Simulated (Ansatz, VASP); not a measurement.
**One calculation of WSe2, two programs**

```
W Se
1.0
     3.27090    0.00000    0.00000
    -1.63545    2.83268    0.00000
     0.00000    0.00000   29.18475
W Se
3 6
Direct
  0.67327 0.34654 0.99886
  0.33994 0.67987 0.77233
  0.33994 0.67987 0.22540
  0.33333 0.66667 0.05737
  0.66667 0.33333 0.83084
  0.66667 0.33333 0.28383
  0.33333 0.66667 0.94263
  0.66667 0.33333 0.71617
  0.66667 0.33333 0.16916
```

Change from the starting cell: all W atoms moved -0.050 Å, as atom 1 towards its neighbour atom 4 (Se) at 2.524 Å.

Alike in both runs: task single point; functional PBEsol; k mesh 12 × 12 × 1; occupations gaussian, width 0.05 eV; no spin polarisation.

|  | VASP | Ansatz |
| --- | --- | --- |
| version | VASP 6.6.1 | Ansatz 0.2.0 |
| potentials or method | VASP PAW PBE potentials, release 64 (W_sv, Se), cutoff 520 eV | scalar-relativistic, plane waves, PAW |
| valence electrons in the cell | 78 | 138 |

```csv
,VASP,Ansatz,Ansatz less VASP
gap on the k mesh at the Fermi level (eV),1.22,1.22,+0.005
least direct gap on the mesh (eV),1.55,1.56,+0.005
rms of the force components (eV/Å),0.499,0.493,-0.0052
```

VASP's potentials were made for PBE, not for PBEsol. Atom by atom the forces differ by 0.029 eV/Å (rms over components). VASP's potentials hold 78 valence electrons a cell and Ansatz's 138, so a difference there can come from the potentials and not from the codes.

Neither program's run includes spin-orbit coupling.
